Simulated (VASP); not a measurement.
Write the native input for VASP 6.6.1 that does the following.

| Quantity | Value |
| --- | --- |
| Task | electric field gradients |
| Functional | PBEsol |
| Potentials or basis | VASP PAW PBE potentials, release 64 (Ir_sv_GW) |
| Cutoff | 420 eV |
| k mesh | 15 × 15 × 15 |
| Occupations | fermi-dirac, width 0.05 eV |
| Spin | no spin polarisation |
| Dipole correction | no |
| Second run | valence_matched |
| Further INCAR settings | ALGO = Normal; EDIFF = 1e-08; NBANDS = 14 |

The structure of Ir lies in POSCAR:

```
Ir
1.0
    0.0383940000      1.9388970000      1.9388970000
    1.9388970000      0.0383940000      1.9388970000
    1.9388970000      1.9388970000      0.0383940000
Ir
1
Direct
    0.0000000000      0.0000000000      0.0000000000
```

This cell differs from its parent crystal: equal xy, yz and zx shear strains of +2 %.

One way to write it, as run:

INCAR

```
ALGO     = Normal         # electronic algorithm
EDIFF    = 1E-8           # SCF threshold, eV
ENCUT    = 420            # plane-wave cutoff, eV
GGA      = PS             # functional
GGA_COMPAT= F            
ISIF     = 2              # what is computed and relaxed
ISMEAR   = -1             # smearing method
LASPH    = T              # aspherical terms in the spheres
LCHARG   = F              # write CHGCAR
LEFG     = T            
LREAL    = F              # projectors in reciprocal space
LWAVE    = F              # write WAVECAR
NBANDS   = 14             # bands
NELM     = 120            # most SCF steps
PREC     = Accurate       # precision mode
SIGMA    = 0.05           # smearing width, eV
```

KPOINTS

```
k-points
0
Gamma
  15 15 15
```

Potentials or basis: VASP PAW PBE potentials, release 64 (Ir_sv_GW).

Run with:

```console
$ cat potpaw_PBE.64/Ir_sv_GW/POTCAR > POTCAR
$ mpirun -np 1 vasp_std > vasp.out
```

Results of the run:

```json
{
 "Pressure": "-4.5 GPa"
}
```

Caveat: the cell differs from its parent crystal (equal xy, yz and zx shear strains of +2 %); without QUAD_EFG the Cq values of the log hold for a quadrupole moment of 1 mb, not for the nuclei; the PAW data sets were made with another functional, which shifts forces and pressure a little.

Run time: 21 s on 1 thread of Intel(R) Xeon(R) 6975P-C (Granite Rapids), on a shared host, peak memory 0.16 GiB.
